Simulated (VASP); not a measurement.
A run of VASP 6.6.1:

File POSCAR:

```
Ge
1.0
    0.0000000000      2.8109399997      2.8109399997
    2.8109399997      0.0000000000      2.8109399997
    2.8109399997      2.8109399997      0.0000000000
Ge
2
Direct
    0.0000000000      0.0000000000      0.0000000000
    0.2500000000      0.2500000000      0.2500000000
```

The input INCAR.step1:

```
  PREC = Accurate
  ENCUT = 410
  EDIFF = 1E-6
  ISMEAR = 0
  SIGMA = 0.1
  LREAL = F
  LASPH = T
  NELM = 120
  ALGO = Normal
  ISIF = 2
  LWAVE = F
  LCHARG = T
  NBANDS = 21
  GGA_COMPAT = F
  NEDOS = 2001
  LORBIT = 11
```

The input KPOINTS.step1:

```
regular mesh
0
Gamma
  14 14 14
```

Contents of INCAR.step2:

```
  PREC = Accurate
  ENCUT = 410
  EDIFF = 1E-6
  ISMEAR = -5
  SIGMA = 0.1
  LREAL = F
  LASPH = T
  NELM = 120
  ALGO = Normal
  ISIF = 2
  LWAVE = F
  LCHARG = F
  LORBIT = 11
  NEDOS = 1001
  ICHARG = 11
  GGA_COMPAT = F
```

The input KPOINTS.step2:

```
regular mesh
0
Gamma
  21 21 21
```

Potentials or basis: VASP PAW LDA potentials, release 64 (Ge_d).

Run with:

```sh
$ cat potpaw_LDA.64/Ge_d/POTCAR > POTCAR
$ cp INCAR.step1 INCAR
$ cp KPOINTS.step1 KPOINTS
$ mpirun -np 1 vasp_std > vasp.out
$ cp INCAR.step2 INCAR
$ cp KPOINTS.step2 KPOINTS
$ mpirun -np 1 vasp_std > vasp.out
```

Hardware: 1 thread of Intel Xeon 6975P-C (shared host).

Estimate the wall time of this run.

It took 98 s on 1 thread of Intel Xeon 6975P-C, on a shared host, peak memory 0.24 GiB. Counts: k points 286.
